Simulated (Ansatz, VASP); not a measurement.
# One calculation of HfC, two programs

Contents of INCAR:

```
SYSTEM = HfC
PREC = Accurate
ENCUT = 520
EDIFF = 1E-6
ISMEAR = -1
SIGMA = 0.05
LREAL = .False.
LASPH = .True.
NELM = 80
ALGO = Normal
ISIF = 2
LWAVE = .False.
LCHARG = .False.
GGA = CA
NBANDS = 22
```

Contents of KPOINTS:

```
regular mesh
0
Gamma
  9 9 5
  0 0 0
```

File POSCAR:

```
HfC
1.0
    3.3428660531      0.0000000000      0.0000000000
   -1.6714330265      2.8950069234      0.0000000000
    0.0000000000      0.0000000000      5.2027140000
Hf C
2 2
Direct
    0.3333333333      0.6666666667      0.2500000000
    0.6666666667      0.3333333333      0.7500000000
    0.0000000000      0.0000000000      0.5000000000
    0.0000000000      0.0000000000      0.0000000000
```

The input input.yaml:

```yaml
crystal:
  lattice:
    - [3.3428660531, 0.0, 0.0]
    - [-1.6714330265, 2.8950069234, 0.0]
    - [0.0, 0.0, 5.202714]
  atoms:
    - { symbol: Hf, position: [0.3333333333, 0.6666666667, 0.25] }
    - { symbol: Hf, position: [0.6666666667, 0.3333333333, 0.75] }
    - { symbol: C, position: [0.0, 0.0, 0.5] }
    - { symbol: C, position: [0.0, 0.0, 0.0] }
hamiltonian:
  xc: lda
  pseudopotentials: { kind: paw }
kpoints:
  mp_grid: { grid: [9, 9, 5] }
  band_path:
    path:
      - [[0.0, 0.0, 0.0], [0.5, 0.0, 0.0], [0.3333333333, 0.3333333333, 0.0], [0.0, 0.0, 0.0], [0.0, 0.0, 0.5], [0.5, 0.0, 0.5], [0.3333333333, 0.3333333333, 0.5], [0.0, 0.0, 0.5]]
      - [[0.5, 0.0, 0.5], [0.5, 0.0, 0.0]]
      - [[0.3333333333, 0.3333333333, 0.0], [0.3333333333, 0.3333333333, 0.5]]
    npoints: 14
scf:
  occupations: { method: fermi_dirac, width: 0.05 }
  n_extra_bands: 10
output:
  forces: true
  stress: true
  eigenvalues: true
  fatbands: true
```

Alike in both runs: functional LDA; k mesh 9 × 9 × 5; occupations fermi-dirac, width 0.05 eV; no spin polarisation.

```csv
,VASP,Ansatz
version,VASP 6.6.1,Ansatz 0.2.0
potentials or method,"VASP PAW LDA potentials, release 64 (Hf_pv, C)",Ansatz PAW
plane-wave cutoff (eV),520,420
valence electrons in the cell,28,60
task,single point,band structure
```

|  | VASP | Ansatz | Ansatz less VASP |
| --- | --- | --- | --- |
| gap on the k mesh at the Fermi level (eV) | none | none | - |
| pressure (GPa) | -12.4 | -12.6 | -0.24 |
| traceless stress, the component that is largest in VASP (GPa) | 2.22 | 2.23 | +0.014 |

LDA's correlation is that of Perdew and Zunger in VASP and of Perdew and Wang (1992) in Ansatz. A gap of «none» marks a metal or a gap that the smearing closes. VASP's potentials hold 28 valence electrons a cell and Ansatz's 60, so a difference there can come from the potentials and not from the codes.

Neither program's run includes spin-orbit coupling.
